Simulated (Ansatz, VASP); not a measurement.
## SrO: VASP beside Ansatz

```
Sr O
1.0
     4.29018    0.00000    0.00000
    -2.14509    3.71541    0.00000
     0.00000    0.00000    5.18465
Sr O
2 2
Direct
  0.33333 0.66667 0.25000
  0.66667 0.33333 0.75000
  0.66667 0.33333 0.25000
  0.33333 0.66667 0.75000
```

Alike in both runs: task single point; functional PBE; k mesh 6 × 6 × 4; no spin polarisation.

|  | VASP | Ansatz |
| --- | --- | --- |
| version | VASP 6.6.1 | Ansatz 0.2.0 |
| potentials or method | VASP PAW PBE potentials, release 64 (Sr_sv, O) | plane waves, PAW |
| plane-wave cutoff (eV) | 520 | 420 |
| occupations | gaussian, width 0.01 eV | fixed |
| valence electrons in the cell | 32 | 32 |

|  | VASP | Ansatz | Ansatz less VASP |
| --- | --- | --- | --- |
| gap on the k mesh at the Fermi level (eV) | 2.59 | 2.61 | +0.018 |
| pressure (GPa) | 0.4 | 0.0 | -0.43 |
